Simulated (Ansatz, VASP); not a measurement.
Hf3TiO8 in VASP and in Ansatz

```
CELL_PARAMETERS angstrom
3.40493 -3.41050 0.00000
3.40493 3.41050 0.00000
0.00000 0.00000 6.34958
ATOMIC_POSITIONS crystal
Hf 0.50000 0.50000 0.00000
Hf 0.00000 0.00000 0.25458
Hf 0.00000 0.00000 0.74542
Ti 0.50000 0.50000 0.50000
O 0.30947 0.69053 0.26191
O 0.30947 0.69053 0.73809
O 0.80548 0.80548 0.00000
O 0.79580 0.79580 0.50000
O 0.19452 0.19452 0.00000
O 0.20420 0.20420 0.50000
O 0.69053 0.30947 0.26191
O 0.69053 0.30947 0.73809
```

Alike in both runs: functional PBE; k mesh 6 × 6 × 4; occupations gaussian, width 0.02 eV; no spin polarisation.

Ansatz relaxed the structure, and its values are those at the end. VASP's run is a single point on that final structure, the one shown.

```csv
,VASP,Ansatz
version,VASP 6.6.1,Ansatz 0.2.0
potentials or method,"VASP PAW PBE potentials, release 64 (Hf_pv, Ti_sv, O), cutoff 520 eV","scalar-relativistic, plane waves, PAW"
valence electrons in the cell,90,138
```

|  | VASP | Ansatz | Ansatz less VASP |
| --- | --- | --- | --- |
| gap on the k mesh at the Fermi level (eV) | 2.49 | 2.53 | +0.044 |
| least direct gap on the mesh (eV) | 2.49 | 2.54 | +0.043 |
| pressure (GPa) | -2.0 | 0.0 | +2.01 |
| rms of the force components (eV/Å) | 0.076 | 0.002 | -0.0733 |

The functional is the same, so the differences come from potentials, cutoffs and numerics. VASP's potentials hold 90 valence electrons a cell and Ansatz's 138, so a difference there can come from the potentials and not from the codes.

Neither program's run includes spin-orbit coupling.
